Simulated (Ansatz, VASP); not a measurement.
# HfC in VASP and in Ansatz

```
CELL_PARAMETERS angstrom
0.00000 2.34113 2.34113
2.34113 0.00000 2.34113
2.34113 2.34113 0.00000
ATOMIC_POSITIONS crystal
Hf 0.00000 0.00000 0.00000
C 0.50000 0.50000 0.50000
```

Change from the starting cell: volume scaled by 1.02, PAW files.

Alike in both runs: task electric field gradients; functional PBE; k mesh 16 × 16 × 16; occupations fermi-dirac, width 0.05 eV; no spin polarisation.

```csv
,VASP,Ansatz
version,VASP 6.6.1,Ansatz 0.2.0
potentials or method,"VASP PAW PBE potentials, release 64 (Hf_pv, C)","PAW with Ansatz's default frozen-core files, scalar-relativistic"
plane-wave cutoff (eV),520,420
valence electrons in the cell,14,30
```

```csv
,VASP,Ansatz,Ansatz less VASP
pressure (GPa),-5.2,-4.4,+0.71
```

The functional is the same, so the differences come from potentials, cutoffs and numerics. VASP's potentials hold 14 valence electrons a cell and Ansatz's 30, so a difference there can come from the potentials and not from the codes.

Neither program's run includes spin-orbit coupling.
